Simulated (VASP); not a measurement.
Here is a VASP 6.6.1 calculation.

INCAR

```
  PREC = Accurate
  ENCUT = 520
  EDIFF = 1E-7
  ISMEAR = 1
  SIGMA = 0.1
  LREAL = False
  LASPH = True
  NELM = 150
  ALGO = Normal
  ISIF = 2
  LWAVE = False
  LCHARG = False
  MAGMOM = 0 0 0
  LORBIT = 11
  LSORBIT = True
  GGA_COMPAT = False
  LORBMOM = True
  GGA = RE
  NBANDS = 18
```

File KPOINTS:

```
regular mesh
0
Gamma
  11 11 11
```

POSCAR

```
I
1.0
   -1.6174560000      1.6174560000      4.2648080000
    1.6174560000     -1.6174560000      4.2648080000
    1.6174560000      1.6174560000     -4.2648080000
I
1
Direct
    0.0000000000      0.0000000000      0.0000000000
```

Potentials or basis: VASP PAW PBE potentials, release 64 (I).

The run is started by

```bash
$ cat potpaw_PBE.64/I/POTCAR > POTCAR
$ mpirun -np 1 vasp_ncl > vasp.out
```

(1) Estimate the net moment.

(2) Predict the pressure.

Answers

(1) 0.00 μB per cell.

(2) 1.3 GPa.

Caveat: the PAW data sets were made with another functional, which shifts forces and pressure a little.
